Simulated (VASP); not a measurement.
# TiB2 (P6/mmm) in VASP: further runs, part 2 of 2

VASP 6.6.1.

## Step 3: Electric field gradients, PBEsol (volume scaled by 0.98)

Contents of INCAR:

```
PREC     = Accurate       # precision mode
ENCUT    = 520            # plane-wave cutoff, eV
EDIFF    = 1E-8           # SCF threshold, eV
ISMEAR   = -1             # smearing method
SIGMA    = 0.03           # smearing width, eV
LREAL    = F              # projectors in reciprocal space
LASPH    = T              # aspherical terms in the spheres
NELM     = 100            # most SCF steps
ALGO     = Normal         # electronic algorithm
ISIF     = 2              # what is computed and relaxed
LWAVE    = F              # write WAVECAR
LCHARG   = F              # write CHGCAR
GGA      = PS             # functional
LEFG     = T            
NBANDS   = 16             # bands
```

Contents of KPOINTS:

```
Automatic mesh
0
Gamma
  14 14 11
```

Contents of POSCAR:

```
TiB2
1.0
    3.0088673998      0.0000000000      0.0000000000
   -1.5044336999      2.6057556048      0.0000000000
    0.0000000000      0.0000000000      3.2067322330
Ti B
1 2
Direct
    0.0000000000      0.0000000000      0.0000000000
    0.3333333333      0.6666666667      0.5000000000
    0.6666666667      0.3333333333      0.5000000000
```

Potentials or basis: VASP PAW PBE potentials, release 64 (Ti_sv, B).

The run is started by

```
cat potpaw_PBE.64/Ti_sv/POTCAR potpaw_PBE.64/B/POTCAR > POTCAR
mpirun -np 1 vasp_std > vasp.out
```

OUTCAR:

```text
PREC = Accurate
   ENCUT = 520
   EDIFF = 1E-8
   ISMEAR = -1
   LREAL = F
   LASPH = T
   NELM = 100
   ISIF = 2
   GGA = PS

 ion  position               nearest neighbor table
   1  0.000  0.000  0.000-   2 2.36   3 2.36   2 2.36   3 2.36   2 2.36   2 2.36   3 2.36   3 2.36
                             3 2.36   3 2.36   2 2.36   2 2.36
   2  0.333  0.667  0.500-   3 1.74   3 1.74   3 1.74   1 2.36   1 2.36   1 2.36   1 2.36   1 2.36
                             1 2.36
   3  0.667  0.333  0.500-   2 1.74   2 1.74   2 1.74   1 2.36   1 2.36   1 2.36   1 2.36   1 2.36
                             1 2.36

  LATTYP: Found a hexagonal cell.
 ALAT       =     3.0088673998
 C/A-ratio  =     1.0657605693

  Lattice vectors:

 A1 = (   3.0088673998,   0.0000000000,   0.0000000000)
 A2 = (  -1.5044336999,   2.6057556048,   0.0000000000)
 A3 = (   0.0000000000,   0.0000000000,   3.2067322330)

Analysis of symmetry for initial positions (statically):
=====================================================================
 Subroutine PRICEL returns:
 Original cell was already a primitive cell.

 Routine SETGRP: Setting up the symmetry group for a
 hexagonal supercell.

 Subroutine GETGRP returns: Found 24 space group operations
 (whereof 24 operations were pure point group operations)
 out of a pool of 24 trial point group operations.

The static configuration has the point symmetry D_6h.

Analysis of symmetry for dynamics (positions and initial velocities):
=====================================================================
 Subroutine PRICEL returns:
 Original cell was already a primitive cell.

 Routine SETGRP: Setting up the symmetry group for a
 hexagonal supercell.

 Subroutine GETGRP returns: Found 24 space group operations
 (whereof 24 operations were pure point group operations)
 out of a pool of 24 trial point group operations.

The dynamic configuration has the point symmetry D_6h.

 Subroutine INISYM returns: Found 24 space group operations
 (whereof 24 operations are pure point group operations),
 and found     1 'primitive' translations

----------------------------------------------------------------------------------------

                                     Primitive cell

  volume of cell :      25.1420

  direct lattice vectors                    reciprocal lattice vectors
     3.008867400  0.000000000  0.000000000     0.332350970  0.191882922  0.000000000
    -1.504433700  2.605755605  0.000000000     0.000000000  0.383765844  0.000000000
     0.000000000  0.000000000  3.206732233     0.000000000  0.000000000  0.311843936

  length of vectors
     3.008867400  3.008867400  3.206732233     0.383765844  0.383765844  0.311843936

  position of ions in fractional coordinates (direct lattice)
     0.000000000  0.000000000  0.000000000
     0.333333333  0.666666667  0.500000000
     0.666666667  0.333333333  0.500000000

  ion indices of the primitive-cell ions
   primitive index   ion index
[... 85 lines left out ...]
   PSTRESS=    0.0 pullay stress
   NELECT =      18.0000    total number of electrons
   NUPDOWN=      -1.0000    fix difference up-down
   EMIN   =  10.00;   EMAX   =-10.00  energy-range for DOS
   EFERMI =   0.00;   METHOD = LEGACY
   ISMEAR =    -1;   SIGMA  =   0.03  broadening in eV -4-tet -1-fermi 0-gaus
   EFERMI_NEDOS =   21; number of points for ismear=-14 and -15
   IALGO  =     38    algorithm
   IMIX   =      4    mixing-type and parameters
     AMIX     =   0.40;   BMIX     =  1.00
     AMIX_MAG =   1.60;   BMIX_MAG =  1.00
  volume/ion in A,a.u.               =       8.38        56.56
  Fermi-wavevector in a.u.,A,eV,Ry     =   1.464533  2.767566 29.182554  2.144857
  Thomas-Fermi vector in A             =   2.580498
   LORBIT       =      0    0 simple, 1 ext, 2 COOP (PROOUT), +10 PAW based schemes
   GGA     = PS    functional components
   LHFCALC =     F    Hartree Fock is set to
   AEXX    =    0.0000 exact exchange contribution
   IVDW    =     0    specifies the selected vdW correction
   LEPSILON=     F    determine dielectric tensor
   LRPA    =     F    only Hartree local field effects (RPA)
 non-spin polarized calculation
  energy-cutoff  :      520.00
  volume of cell :       25.14
 maximum number of plane-waves:       696
 NGX is ok and might be reduce to    24
   NGX = 11   NGY = 11   NGZ = 11

 number of electron      18.0000000 magnetization

 Free energy of the ion-electron system (eV)
  ---------------------------------------------------
  ext. energy  EPLUGINS =         0.00000000
  ---------------------------------------------------
  free energy    TOTEN  =       -25.79082647 eV

  energy without entropy =      -25.78975353  energy(sigma->0) =      -25.79029000

 E-fermi :  10.1620     XC(G=0): -12.9698

 val. band max:       10.0923767428   @ k =   0.0714   0.0714   0.2727
 cond. band min:      10.1703847613   @ k =   0.0714  -0.0000   0.2727
 fundamental gap:      0.0780080185
 Fermi energy:        10.1620068310

 k-point     1 :       0.0000    0.0000    0.0000
  band No.  band energies     occupation
      1     -46.5219      2.00000
      2     -22.9879      2.00000
      3     -22.6505      2.00000
      4     -22.6505      2.00000
      5      -3.4525      2.00000
      6       7.4919      2.00000
[... 433 lines left out ...]
      3     -22.9229      2.00000
      4     -22.9023      2.00000
      5       1.5722      2.00000
      6       1.7714      2.00000
[... 8 lines left out ...]
     15      20.0161      0.00000
     16      20.8204      0.00000

 [... further k-points ...]

------------------------ aborting loop because EDIFF is reached ----------------------------------------

  FORCE on cell =-STRESS in cart. coord.  units (eV):
  Direction    XX          YY          ZZ          XY          YZ          ZX
  --------------------------------------------------------------------------------------
  -------------------------------------------------------------------------------------
  Total        0.2827203      0.2827203     -0.3757304      0.0000000      0.0000000      0.0000000
  in kB       18.0164062     18.0164062    -23.9434937      0.0000000      0.0000000      0.0000000
  external PRESSURE =       4.0297729 kB  Pullay stress =       0.0000000 kB

 VOLUME and BASIS-vectors are now :
 -----------------------------------------------------------------------------
  energy-cutoff  :      520.00
  volume of cell :       25.14
      direct lattice vectors                 reciprocal lattice vectors
     3.008867400  0.000000000  0.000000000     0.332350970  0.191882922  0.000000000
    -1.504433700  2.605755605  0.000000000     0.000000000  0.383765844  0.000000000
     0.000000000  0.000000000  3.206732233     0.000000000  0.000000000  0.311843936

 POSITION                                       TOTAL-FORCE (eV/Angst)
 -----------------------------------------------------------------------------------
      0.00000      0.00000      0.00000         0.000000      0.000000      0.000000
     -0.00000      1.73717      1.60337        -0.000000      0.000000      0.000000
      1.50443      0.86859      1.60337         0.000000     -0.000000      0.000000
 -----------------------------------------------------------------------------------
    total drift:                               -0.000000      0.000000      0.000000

  FREE ENERGIE OF THE ION-ELECTRON SYSTEM (eV)
  ---------------------------------------------------
  free  energy   TOTEN  =       -25.7908264748 eV

  energy  without entropy=      -25.7897535273  energy(sigma->0) =      -25.79029000

 Electric field gradients (V/A^2)
---------------------------------------------------------------------
 ion       V_xx      V_yy      V_zz      V_xy      V_xz      V_yz
---------------------------------------------------------------------
   1      -9.416    -9.417    18.833    -0.001     0.000     0.000
   2      -2.314    -2.314     4.628     0.000     0.000    -0.000
   3      -2.314    -2.314     4.628     0.000    -0.000     0.000
---------------------------------------------------------------------

 Electric field gradients after diagonalization (V/A^2)
 (convention: |V_zz| > |V_xx| > |V_yy|)
----------------------------------------------------------------------
 ion       V_xx      V_yy      V_zz     asymmetry (V_yy - V_xx)/ V_zz
----------------------------------------------------------------------
   1      -9.418    -9.415    18.833       0.000
   2      -2.314    -2.314     4.628       0.000
   3      -2.314    -2.314     4.628       0.000
----------------------------------------------------------------------

           NMR quadrupolar parameters

 Cq : quadrupolar parameter    Cq=e*Q*V_zz/h
 eta: asymmetry parameters     (V_yy - V_xx)/ V_zz
 Q  : nuclear electric quadrupole moment in mb (millibarn)
----------------------------------------------------------------------
 ion       Cq(MHz)       eta       Q (mb)
----------------------------------------------------------------------
   1       0.046       0.000       1.000
   2       0.011       0.000       1.000
   3       0.011       0.000       1.000
----------------------------------------------------------------------
```

Wall time 44 s (1 thread of Intel Xeon Platinum 8259CL at 2.50GHz (Skylake/Cascade Lake), shared host); peak memory 0.18 GiB.

What came out:

- Free energy: -25.7908 eV
- Pressure: 0.4 GPa
- Band gap on the k mesh: zero (band 9 reaches 10.62 eV, above the bottom of band 10 at 9.97 eV)

Levels at points of the mesh, in eV from the Fermi level:
| k point | band 5 | band 6 | band 7 | band 8 | band 9 | band 10 | band 11 | band 12 | band 13 | band 14 |
| --- | --- | --- | --- | --- | --- | --- | --- | --- | --- | --- |
| (0.00, 0.00, 0.00) | -13.61 | -2.67 | -2.67 | -2.35 | -2.23 | 1.92 | 1.92 | 3.74 | 3.74 | 5.82 |
| (0.50, 0.00, 0.00) | -9.49 | -9.25 | -3.32 | -3.31 | -2.37 | 1.34 | 2.81 | 3.30 | 3.41 | 7.51 |

Electric field gradients, principal values (V/Å²):
```tsv
atom	least	middle	greatest (by size)
1 Ti	-9.415	-9.418	18.833
2 B	-2.314	-2.314	4.628
3 B	-2.314	-2.314	4.628
```

Caveat: without QUAD_EFG the Cq values of the log hold for a quadrupole moment of 1 mb, not for the nuclei; the PAW data sets were made with another functional, which shifts forces and pressure a little.
